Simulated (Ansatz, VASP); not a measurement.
**SrTl in VASP and in Ansatz**

```
Sr Tl
1.0
     4.03200    0.00000    0.00000
     0.00000    4.03200    0.00000
     0.00000    0.00000    3.83040
Sr Tl
1 1
Direct
  0.00000 0.00000 0.00000
  0.50000 0.50000 0.50000
```

Change from the starting cell: strain +0.000 along x and y, -0.050 along z, atoms carried along.

Alike in both runs: task single point; functional LDA; k mesh 12 × 12 × 12; occupations gaussian, width 0.15 eV; no spin polarisation.

|  | VASP | Ansatz |
| --- | --- | --- |
| version | VASP 6.6.1 | Ansatz 0.2.0 |
| potentials or method | VASP PAW LDA potentials, release 64 (Sr_sv, Tl_d), cutoff 520 eV | scalar-relativistic, plane waves, PAW |
| valence electrons in the cell | 23 | 23 |

```csv
,VASP,Ansatz,Ansatz less VASP
gap on the k mesh at the Fermi level (eV),none,none,-
pressure (GPa),-0.2,-0.3,-0.10
"traceless stress, the component that is largest in VASP (GPa)",0.68,0.68,-0.005
```

LDA's correlation is that of Perdew and Zunger in VASP and of Perdew and Wang (1992) in Ansatz. A gap of «none» marks a metal or a gap that the smearing closes.

Spin-orbit coupling is off throughout.
